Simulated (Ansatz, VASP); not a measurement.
**Two plane-wave programs on NaF**

```xyz
2
Lattice="0.0000 2.2179 2.2972 2.2179 0.0000 2.2972 2.2179 2.2179 0.0000" Properties=species:S:1:pos:R:3 pbc="T T T"
Na    0.0000    0.0000    0.0000
F     2.2179    2.2179    2.2972
```

Change from the starting cell: biaxial_xy strain -3.5%.

Alike in both runs: task single point; functional PBE; k mesh 10 × 10 × 10; occupations fermi-dirac, width 0.02 eV; no spin polarisation.

```csv
,VASP,Ansatz
version,VASP 6.6.1,Ansatz 0.2.0
potentials or method,"VASP PAW PBE potentials, release 64 (Na_pv, F)","plane waves, PAW"
plane-wave cutoff (eV),520,420
valence electrons in the cell,14,16
```

|  | VASP | Ansatz | Ansatz less VASP |
| --- | --- | --- | --- |
| gap on the k mesh at the Fermi level (eV) | 6.84 | 6.86 | +0.019 |
| pressure (GPa) | 8.8 | 8.8 | 0.00 |
| traceless stress, the component that is largest in VASP (GPa) | -3.20 | -3.10 | +0.107 |

The functional is the same, so the differences come from potentials, cutoffs and numerics. VASP's potentials hold 14 valence electrons a cell and Ansatz's 16, so a difference there can come from the potentials and not from the codes.
